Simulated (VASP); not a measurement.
Lu3Bi:

```
Lu Bi
1.0
     0.00000    4.00288    4.00288
     4.00288    0.00000    4.00288
     4.00288    4.00288    0.00000
Lu Bi
3 1
Direct
  0.25000 0.25000 0.25000
  0.75000 0.75000 0.75000
  0.50000 0.50000 0.50000
  0.00000 0.00000 0.00000
```

| Item | Value |
| --- | --- |
| Program | VASP 6.6.1 |
| Task | relaxation of cell and atoms |
| Functional | PBE |
| Potentials or basis | VASP PAW PBE potentials, release 64 (Lu, Bi_d) |
| Cutoff | 600 eV |
| k mesh | 4 × 4 × 4 |
| Occupations | gaussian, width 0.1 eV |
| Spin | no spin polarisation |

At the start: pressure -4.5 GPa; volume 32.07 Å³/atom.

Task: Where does the relaxation end?

Result: Over 3 steps the energy falls by 70.0 meV/atom and the volume is 27.86 Å³/atom (-13.1 %); space group Fm-3m (No. 225, to 0.05 Å).

The path:
```csv
step,energy change (eV),largest force (eV/Å),pressure (GPa),volume (Å³)
1,0.0000,0.0000,-4.51,128.28
2,-0.2798,0.0000,-0.36,112.25
3,-0.2801,0.0000,-0.02,111.43
```

Final structure:
```cif
data_structure
_symmetry_space_group_name_H-M 'P 1'
_symmetry_Int_Tables_number 1
_cell_length_a 5.4015
_cell_length_b 5.4015
_cell_length_c 5.4015
_cell_angle_alpha 60.000
_cell_angle_beta 60.000
_cell_angle_gamma 60.000
_cell_volume 111.43
loop_
_atom_site_label
_atom_site_type_symbol
_atom_site_fract_x
_atom_site_fract_y
_atom_site_fract_z
_atom_site_occupancy
Lu1 Lu 0.25000 0.25000 0.25000 1
Lu2 Lu 0.75000 0.75000 0.75000 1
Lu3 Lu 0.50000 0.50000 0.50000 1
Bi1 Bi 0.00000 0.00000 0.00000 1
```
